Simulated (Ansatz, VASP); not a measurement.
## Au: VASP beside Ansatz

```
Au
1.0
     0.00000    2.02325    2.02325
     2.02325    0.00000    2.02325
     2.02325    2.02325    0.00000
Au
1
Direct
  0.00000 0.00000 0.00000
```

Alike in both runs: functional LDA; k mesh 17 × 17 × 17; occupations fermi-dirac, width 0.05 eV; no spin polarisation.

Ansatz relaxed the structure, and its values are those at the end. VASP's run is a single point on that final structure, the one shown.

|  | VASP | Ansatz |
| --- | --- | --- |
| version | VASP 6.6.1 | Ansatz 0.2.0 |
| potentials or method | VASP PAW LDA potentials, release 64 (Au) | PAW with Ansatz's default frozen-core files, scalar-relativistic |
| plane-wave cutoff (eV) | 520 | 420 |
| valence electrons in the cell | 11 | 19 |

VASP gave:

| Item | Value |
| --- | --- |
| pressure (GPa) | 0.5 |

Problem. Which values does Ansatz return?

Solution. Pressure (GPa): 0.0.

LDA's correlation is that of Perdew and Zunger in VASP and of Perdew and Wang (1992) in Ansatz. VASP's potentials hold 11 valence electrons a cell and Ansatz's 19, so a difference there can come from the potentials and not from the codes.

Spin-orbit coupling is off throughout.
